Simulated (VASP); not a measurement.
A run of VASP 6.6.1 is set up as follows.

File INCAR:

```
  PREC = Accurate
  ENCUT = 500
  EDIFF = 1E-6
  ISMEAR = 0
  SIGMA = 0.01
  LREAL = F
  LASPH = T
  NELM = 120
  ALGO = Normal
  ISIF = 2
  LWAVE = F
  LCHARG = F
  GGA = PE
  NBANDS = 16
  GGA_COMPAT = F
```

Contents of KPOINTS:

```
Automatic mesh
0
Gamma
  5 5 5
```

Contents of POSCAR:

```
AgBr
1.0
    0.0000000000      2.7504187405      2.7504187405
    2.7504187405      0.0000000000      2.7504187405
    2.7504187405      2.7504187405      0.0000000000
Ag Br
1 1
Direct
    0.0000000000      0.0000000000      0.0000000000
    0.5000000000      0.5000000000      0.5000000000
```

Potentials or basis: VASP PAW PBE potentials, release 64 (Ag, Br).

Run with:

```bash
$ cat potpaw_PBE.64/Ag/POTCAR potpaw_PBE.64/Br/POTCAR > POTCAR
$ mpirun -np 1 vasp_std > vasp.out
```

Task: What does it give for the band gap on the k mesh?

Result: 0.87 eV, indirect (least direct gap 3.11 eV).

Task: What does it give for the pressure?

Result: 11.4 GPa.

A k mesh can miss the band edges.
